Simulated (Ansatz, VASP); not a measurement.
**CdTeSe3 in VASP and in Ansatz**

File INCAR:

```
SYSTEM = CdTeSe3
PREC = Accurate
ENCUT = 600
EDIFF = 1E-6
ISMEAR = 0
SIGMA = 0.1
LREAL = .FALSE.
LASPH = .TRUE.
NELM = 100
ALGO = Normal
ISIF = 3
LWAVE = .FALSE.
LCHARG = .FALSE.
GGA = PE
IBRION = 2
NSW = 100
EDIFFG = -0.01
```

KPOINTS

```
Automatic mesh
0
G
  8 8 6
  0 0 0
```

POSCAR

```
CdTeSe3
1.0
    5.4562180338      0.0000000000      0.0000000000
    0.0000000000      5.4562180338      0.0000000000
    0.0000000000      0.0000000000      6.1158206852
Cd Te Se
1 1 3
Direct
    0.0000000000      0.0000000000      0.3700572011
    0.5000000000      0.5000000000      0.5842822842
    0.0000000000      0.5000000000      0.4201263792
    0.5000000000      0.5000000000      0.9780067763
    0.5000000000      0.0000000000      0.4201263792
```

Input for Ansatz:

```yaml
crystal:
  lattice:
    - [5.4562180338, 0.0, 0.0]
    - [0.0, 5.4562180338, 0.0]
    - [0.0, 0.0, 6.1158206852]
  atoms:
    - { symbol: Cd, position: [0.0, 0.0, 0.3700572011] }
    - { symbol: Te, position: [0.5, 0.5, 0.5842822842] }
    - { symbol: Se, position: [0.0, 0.5, 0.4201263792] }
    - { symbol: Se, position: [0.5, 0.5, 0.9780067763] }
    - { symbol: Se, position: [0.5, 0.0, 0.4201263792] }
basis:
  ecutwfc: 420
kpoints:
  mp_grid: { grid: [8, 8, 6] }
hamiltonian:
  xc: pbe
scf:
  occupations: { method: gaussian, width: 0.1 }
output:
  forces: true
  stress: true
  eigenvalues: true
relax:
  adjacent_minimum: "off"
  f_tol: 0.01
  max_steps: 80
  cell: { stress_tol: 0.05 }
```

Change from the starting cell: species swapped into the PrBPt3 type (P4mm, No. 99).

Alike in both runs: task relaxation of cell and atoms; functional PBE; k mesh 8 × 8 × 6; occupations gaussian, width 0.1 eV; no spin polarisation.

|  | VASP | Ansatz |
| --- | --- | --- |
| version | VASP 6.6.1 | Ansatz 0.2.0 |
| potentials or method | VASP PAW PBE potentials, release 64 (Cd, Te, Se), cutoff 600 eV | scalar-relativistic, plane waves, PAW |
| valence electrons in the cell | 36 | 84 |

Ansatz gave:

| Quantity | Value |
| --- | --- |
| gap on the k mesh at the Fermi level, each at its own relaxed structure (eV) | none |
| relaxed volume (Å³/atom) | 36.86 |
| relaxed cell length with the largest relative difference (Å) | 6.190 |

Question: Estimate VASP's values.

Answer: gap on the k mesh at the Fermi level, each at its own relaxed structure (eV): none; relaxed volume (Å³/atom): 36.88; relaxed cell length with the largest relative difference (Å): 6.183.

A gap of «none» marks a metal or a gap that the smearing closes. VASP's potentials hold 36 valence electrons a cell and Ansatz's 84, so a difference there can come from the potentials and not from the codes.

Spin-orbit coupling is off throughout.
